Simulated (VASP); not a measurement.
# SiC (Pmc2_1) in VASP: notebook

The runs below take SiC through single point, with PBE.

Program: VASP 6.6.1. These are calculated values, not measurements. Logs are shortened: lines on timing, memory, paths and dates and some standing lists are left out, and cuts for length are marked.

### 1 The cell of the first run

It takes space group Pmc2_1 (No. 26, orthorhombic). Conventional cell: a = 3.092 Å, b = 11.710 Å, c = 5.074 Å, α = 90.00°, β = 90.00°, γ = 90.00°. Within 2.5 Å of Si (site symmetry m) lie 4 C at 1.89 to 1.91 Å. Si (site symmetry m) has 3 C at 1.89 to 1.91 Å within 2.5 Å. Within 2.5 Å of Si (site symmetry m) lie 4 C at 1.89 to 1.91 Å. Within 2.5 Å of Si (site symmetry m) lie 4 C at 1.89 to 1.91 Å. C (site symmetry m) has 4 Si at 1.89 to 1.91 Å within 2.5 Å. Within 2.5 Å of C (site symmetry m) lie 3 Si at 1.89 to 1.91 Å. Within 2.5 Å of C (site symmetry m) lie 4 Si at 1.89 to 1.91 Å. C (site symmetry m) has 4 Si at 1.89 to 1.91 Å within 2.5 Å.

### 2 Single point, PBE (the distance across one plane changed)

File INCAR:

```
PREC = Accurate ; ENCUT = 520
EDIFF = 1E-6 ; ISMEAR = 0
SIGMA = 0.05 ; LREAL = Auto
LASPH = True ; NELM = 80
ALGO = Normal ; ISIF = 2
LWAVE = False ; LCHARG = True
GGA = PE ; LELF = True
LVHAR = True ; NBANDS = 46
```

File KPOINTS:

```
regular mesh
0
Gamma
  9 5 3
```

File POSCAR:

```
SiC
1.0
    1.5458832036     -2.6775482513      0.0000000000
    0.0000000000      0.0000000000     -5.0740211774
   10.1413246258      5.8550965025      0.0000000000
Si C
8 8
Direct
    0.5000000000      0.9954364687      0.7621702591
    0.0000000000      0.9954364687      0.0762170259
    0.5000000000      0.9954364687      0.3048681036
    0.0000000000      0.9954364687      0.5335191814
    0.0000000000      0.4954364687      0.8383872851
    0.5000000000      0.4954364687      0.1524340519
    0.0000000000      0.4954364687      0.3810851296
    0.5000000000      0.4954364687      0.6097362074
    0.5000000000      0.6195635313      0.7621702591
    0.0000000000      0.6195635313      0.0762170259
    0.5000000000      0.6195635313      0.3048681036
    0.0000000000      0.6195635313      0.5335191814
    0.0000000000      0.1195635313      0.8383872851
    0.5000000000      0.1195635313      0.1524340519
    0.0000000000      0.1195635313      0.3810851296
    0.5000000000      0.1195635313      0.6097362074
```

Potentials or basis: VASP PAW PBE potentials, release 64 (Si, C).

The run is started by

```bash
$ cat potpaw_PBE.64/Si/POTCAR potpaw_PBE.64/C/POTCAR > POTCAR
$ mpirun -np 1 vasp_std > vasp.out
```

OUTCAR:

```text
PREC = Accurate
   ENCUT = 520
   EDIFF = 1E-6
   ISMEAR = 0
   LREAL = Auto
   LASPH = True
   NELM = 80
   ISIF = 2
   GGA = PE

 ion  position               nearest neighbor table
   1  0.500  0.995  0.762-  16 1.89  13 1.89  13 1.89   9 1.91   4 3.09   4 3.09   8 3.10   8 3.10
                             5 3.10   5 3.10   5 3.10   5 3.10
   2  0.000  0.995  0.076-  14 1.89  14 1.89  10 1.91   3 3.09   3 3.09   6 3.10   6 3.10   6 3.10
                             6 3.10
   3  0.500  0.995  0.305-  14 1.89  15 1.89  15 1.89  11 1.91   2 3.09   2 3.09   4 3.09   4 3.09
                             6 3.10   6 3.10   7 3.10   7 3.10   7 3.10   7 3.10
   4  0.000  0.995  0.534-  15 1.89  16 1.89  16 1.89  12 1.91   1 3.09   1 3.09   3 3.09   3 3.09
                             7 3.10   7 3.10   8 3.10   8 3.10   8 3.10   8 3.10
   5  0.000  0.495  0.838-   9 1.89   9 1.89  13 1.91   8 3.09   8 3.09   1 3.10   1 3.10   1 3.10
                             1 3.10
   6  0.500  0.495  0.152-  11 1.89  10 1.89  10 1.89  14 1.91   7 3.09   7 3.09   3 3.10   3 3.10
                             2 3.10   2 3.10   2 3.10   2 3.10
   7  0.000  0.495  0.381-  12 1.89  11 1.89  11 1.89  15 1.91   6 3.09   6 3.09   8 3.09   8 3.09
                             4 3.10   4 3.10   3 3.10   3 3.10   3 3.10   3 3.10
   8  0.500  0.495  0.610-   9 1.89  12 1.89  12 1.89  16 1.91   5 3.09   5 3.09   7 3.09   7 3.09
                             1 3.10   1 3.10   4 3.10   4 3.10   4 3.10   4 3.10
   9  0.500  0.620  0.762-   8 1.89   5 1.89   5 1.89   1 1.91
  10  0.000  0.620  0.076-   6 1.89   6 1.89   2 1.91
  11  0.500  0.620  0.305-   6 1.89   7 1.89   7 1.89   3 1.91
  12  0.000  0.620  0.534-   7 1.89   8 1.89   8 1.89   4 1.91
  13  0.000  0.120  0.838-   1 1.89   1 1.89   5 1.91
  14  0.500  0.120  0.152-   3 1.89   2 1.89   2 1.89   6 1.91
  15  0.000  0.120  0.381-   4 1.89   3 1.89   3 1.89   7 1.91
  16  0.500  0.120  0.610-   1 1.89   4 1.89   4 1.89   8 1.91

  LATTYP: Found a simple orthorhombic cell.
 ALAT       =     3.0917664073
 B/A-ratio  =     1.6411398887
 C/A-ratio  =     3.7875413154

  Lattice vectors:

 A1 = (   1.5458832036,  -2.6775482513,   0.0000000000)
 A2 = (   0.0000000000,   0.0000000000,  -5.0740211774)
 A3 = (  10.1413246258,   5.8550965025,   0.0000000000)

Analysis of symmetry for initial positions (statically):
=====================================================================
 Subroutine PRICEL returns:
 Original cell was already a primitive cell.

 Routine SETGRP: Setting up the symmetry group for a
 simple orthorhombic supercell.

 Subroutine GETGRP returns: Found  4 space group operations
 (whereof  2 operations were pure point group operations)
 out of a pool of  8 trial point group operations.

The static configuration has the point symmetry C_1h.
 The point group associated with its full space group is C_2v.

Analysis of symmetry for dynamics (positions and initial velocities):
=====================================================================
 Subroutine PRICEL returns:
 Original cell was already a primitive cell.

 Routine SETGRP: Setting up the symmetry group for a
 simple orthorhombic supercell.

 Subroutine GETGRP returns: Found  4 space group operations
 (whereof  2 operations were pure point group operations)
 out of a pool of  8 trial point group operations.

The dynamic configuration has the point symmetry C_1h.
 The point group associated with its full space group is C_2v.

 Subroutine INISYM returns: Found  4 space group operations
 (whereof  2 operations are pure point group operations),
 and found     1 'primitive' translations

----------------------------------------------------------------------------------------

                                     Primitive cell

  volume of cell :     183.7059

  direct lattice vectors                    reciprocal lattice vectors
     1.545883204 -2.677548251  0.000000000     0.161719850 -0.280106997  0.000000000
     0.000000000  0.000000000 -5.074021177     0.000000000  0.000000000 -0.197082347
    10.141324626  5.855096503  0.000000000     0.073954836  0.042697844  0.000000000

  length of vectors
     3.091766407  5.074021177 11.710193005     0.323439700  0.197082347  0.085395689

  position of ions in fractional coordinates (direct lattice)
     0.500000000  0.995436469  0.762170259
     1.000000000  0.995436469  0.076217026
     0.500000000  0.995436469  0.304868104
     1.000000000  0.995436469  0.533519181
     1.000000000  0.495436469  0.838387285
     0.500000000  0.495436469  0.152434052
[... 8 lines left out ...]
     1.000000000  0.119563531  0.381085130
     0.500000000  0.119563531  0.609736207

  ion indices of the primitive-cell ions
   primitive index   ion index
                 1           1
                 2           2
                 3           3
                 4           4
                 5           5
                 6           6
[... 8 lines left out ...]
                15          15
                16          16

----------------------------------------------------------------------------------------

 KPOINTS: regular mesh

Automatic generation of k-mesh.
 Grid dimensions read from file:
 generate k-points for:    9    5    3

 Generating k-lattice:

  Cartesian coordinates                     Fractional coordinates (reciprocal lattice)
     0.017968872 -0.031123000  0.000000000     0.111111111  0.000000000 -0.000000000
     0.000000000  0.000000000 -0.039416469     0.000000000  0.200000000  0.000000000
     0.024651612  0.014232615  0.000000000     0.000000000  0.000000000  0.333333333

  Length of vectors
     0.035937744  0.039416469  0.028465230

  Shift w.r.t. Gamma in fractional coordinates (k-lattice)
     0.000000000  0.000000000  0.000000000

 Subroutine IBZKPT returns following result:
 ===========================================

 Found     30 irreducible k-points:

 Following reciprocal coordinates:
            Coordinates               Weight
  0.000000  0.000000  0.000000      1.000000
  0.111111  0.000000  0.000000      2.000000
  0.222222  0.000000  0.000000      2.000000
  0.333333  0.000000  0.000000      2.000000
  0.444444  0.000000  0.000000      2.000000
  0.000000  0.200000  0.000000      2.000000
[... 16 lines left out ...]
  0.222222  0.200000  0.333333      8.000000
  0.333333  0.200000  0.333333      8.000000
 [... further k-points ...]
   k-points           NKPTS =     30   k-points in BZ     NKDIM =     30   number of bands    NBANDS=     46
   number of dos      NEDOS =    301   number of ions     NIONS =     16
   total plane-waves  NPLWV =  86400
   dimension x,y,z NGX =    24 NGY =   40 NGZ =   90
   dimension x,y,z NGXF=    48 NGYF=   80 NGZF=  180
   ions per type =               8   8
   NGX,Y,Z   is equivalent  to a cutoff of  12.90, 13.11, 12.78 a.u.
   NGXF,Y,Z  is equivalent  to a cutoff of  25.81, 26.21, 25.55 a.u.
 SYSTEM =  unknown system
   PREC   = accura    normal or accurate (medium, high low for compatibility)
   ISTART =      0    job   : 0-new  1-cont  2-samecut
   ICHARG =      2    charge: 1-file 2-atom 10-const
   ISPIN  =      1    spin polarized calculation?
   LNONCOLLINEAR =      F non collinear calculations
   LSORBIT =      F    spin-orbit coupling
   LASPH  =      T    aspherical Exc in radial PAW
   ENCUT  =  520.0 eV  38.22 Ry    6.18 a.u.   5.75  9.43 21.77*2*pi/ulx,y,z
   NELM   =     80;   NELMIN=  2; NELMDL= -5     # of ELM steps
   EDIFF  = 0.1E-05   stopping-criterion for ELM
   LREAL  =      T    real-space projection
   EDIFFG = 0.1E-04   stopping-criterion for IOM
   NSW    =      0    number of steps for IOM
   IBRION =     -1    ionic relax: 0-MD 1-quasi-New 2-CG
   NFREE  =      0    steps in history (QN), initial steepest desc. (CG)
   ISIF   =      2    stress and relaxation
   ISYM   =      2    0-nonsym 1-usesym 2-fastsym
   POTIM  = 0.5000    time-step for ionic-motion
   TEBEG  =    0.0;   TEEND  =   0.0 temperature during run
   PSTRESS=    0.0 pullay stress
   NELECT =      64.0000    total number of electrons
   NUPDOWN=      -1.0000    fix difference up-down
   EMIN   =  10.00;   EMAX   =-10.00  energy-range for DOS
   EFERMI =   0.00;   METHOD = LEGACY
   ISMEAR =     0;   SIGMA  =   0.05  broadening in eV -4-tet -1-fermi 0-gaus
   EFERMI_NEDOS =   21; number of points for ismear=-14 and -15
   IALGO  =     38    algorithm
   IMIX   =      4    mixing-type and parameters
     AMIX     =   0.40;   BMIX     =  1.00
     AMIX_MAG =   1.60;   BMIX_MAG =  1.00
  volume/ion in A,a.u.               =      11.48        77.48
  Fermi-wavevector in a.u.,A,eV,Ry     =   1.151933  2.176837 18.054240  1.326949
  Thomas-Fermi vector in A             =   2.288587
   LORBIT       =      0    0 simple, 1 ext, 2 COOP (PROOUT), +10 PAW based schemes
   GGA     = PE    functional components
   LHFCALC =     F    Hartree Fock is set to
   AEXX    =    0.0000 exact exchange contribution
   IVDW    =     0    specifies the selected vdW correction
   LEPSILON=     F    determine dielectric tensor
   LRPA    =     F    only Hartree local field effects (RPA)
 non-spin polarized calculation
 Gauss-broadening in eV      SIGMA  =   0.05
  energy-cutoff  :      520.00
  volume of cell :      183.71
 maximum number of plane-waves:      4976
 NGX is ok and might be reduce to    24
   NGX = 11   NGY = 19   NGZ = 43

 number of electron      63.9999993 magnetization

 Free energy of the ion-electron system (eV)
  ---------------------------------------------------
  ext. energy  EPLUGINS =         0.00000000
  ---------------------------------------------------
  free energy    TOTEN  =      -116.44035825 eV

  energy without entropy =     -116.44035825  energy(sigma->0) =     -116.44035825

 E-fermi :   7.5606     XC(G=0): -10.8258

 val. band max:        7.3068289900   @ k =   0.2222   0.0000   0.3333
 cond. band min:       7.9405281223   @ k =   0.4444   0.0000   0.0000
 fundamental gap:      0.6336991323
 Fermi energy:         7.5606401050

 k-point     1 :       0.0000    0.0000    0.0000
  band No.  band energies     occupation
      1      -8.3673      2.00000
      2      -7.6038      2.00000
      3      -6.6950      2.00000
      4      -5.5155      2.00000
      5      -4.8694      2.00000
      6      -4.2298      2.00000
[... 1117 lines left out ...]
     43      13.5314      0.00000
     44      13.6986      0.00000

 [... further k-points ...]

 [bands above 44 left out]

------------------------ aborting loop because EDIFF is reached ----------------------------------------

  FORCE on cell =-STRESS in cart. coord.  units (eV):
  Direction    XX          YY          ZZ          XY          YZ          ZX
  --------------------------------------------------------------------------------------
  -------------------------------------------------------------------------------------
  Total      -10.5214947     -3.9461504     -2.1394159     -5.6944152      0.0000000      0.0000000
  in kB      -91.7624539    -34.4160646    -18.6587608    -49.6634299      0.0000000      0.0000000
  external PRESSURE =     -48.2790931 kB  Pullay stress =       0.0000000 kB

 VOLUME and BASIS-vectors are now :
 -----------------------------------------------------------------------------
  energy-cutoff  :      520.00
  volume of cell :      183.71
      direct lattice vectors                 reciprocal lattice vectors
     1.545883204 -2.677548251  0.000000000     0.161719850 -0.280106997  0.000000000
     0.000000000  0.000000000 -5.074021177     0.000000000  0.000000000 -0.197082347
    10.141324626  5.855096503  0.000000000     0.073954836  0.042697844  0.000000000

 POSITION                                       TOTAL-FORCE (eV/Angst)
 -----------------------------------------------------------------------------------
      8.50236      3.12381     -5.05087         1.445719      0.834686     -0.647582
      0.77294      0.44626     -5.05087        -0.583006     -0.336599      1.486730
      3.86471      0.44626     -5.05087         0.122158      0.070528      0.414834
      5.41059      3.12381     -5.05087         0.115145      0.066479     -0.059436
      8.50236      4.90884     -2.51386         0.583006      0.336599      1.486730
      2.31882     -0.44626     -2.51386        -1.445719     -0.834686     -0.647582
[... 8 lines left out ...]
      3.86471      2.23129     -0.60667        -0.234520     -0.135400     -0.062221
      6.95647      2.23129     -0.60667        -0.331706     -0.191511     -0.018377
 -----------------------------------------------------------------------------------
    total drift:                               -0.000001     -0.000001     -0.035310

  FREE ENERGIE OF THE ION-ELECTRON SYSTEM (eV)
  ---------------------------------------------------
  free  energy   TOTEN  =      -116.4403582478 eV

  energy  without entropy=     -116.4403582478  energy(sigma->0) =     -116.44035825
```

Wall time 4 min (1 thread of AMD EPYC 9R45 (Zen 5), shared host); peak memory 0.32 GiB.

What came out:

```
Free energy            : -116.4404 eV
Pressure               : -4.8 GPa
Largest force          : 1.791 eV/Å
Band gap on the k mesh : 0.63 eV (least direct gap 0.88 eV)
```

Forces in eV/Å, atoms in the order of the input:
```
Si   1.446  0.835 -0.648
Si  -0.583 -0.337  1.487
Si   0.122  0.071  0.415
Si   0.115  0.066 -0.059
Si   0.583  0.337  1.487
Si  -1.446 -0.835 -0.648
Si  -0.115 -0.066 -0.059
Si  -0.122 -0.071  0.415
C    0.937  0.541 -0.560
C   -0.424 -0.245 -0.554
C    0.332  0.192 -0.018
C    0.235  0.135 -0.062
C    0.424  0.245 -0.554
C   -0.937 -0.541 -0.560
C   -0.235 -0.135 -0.062
C   -0.332 -0.192 -0.018
```

Stress tensor (GPa, compression positive):
```
-9.18 -4.97  0.00
-4.97 -3.44  0.00
 0.00  0.00 -1.87
```

Levels at points of the mesh, in eV from the valence-band top:
```csv
k point,band 30,band 31,band 32,band 33,band 34,band 35
"(0.00, 0.00, 0.00)",-0.35,-0.19,-0.05,1.73,2.52,2.97
```

Caveat: the cell differs from its parent crystal (the distance across one plane changed); the stress differs along the axes, from -9 to -2 GPa; semilocal functionals underestimate gaps, and a narrow one can read as zero; forces of over 1 eV/Å act on the atoms, so gaps and moduli don't describe the material at rest. A k mesh can miss the band edges.

[end of part 1 of 2]
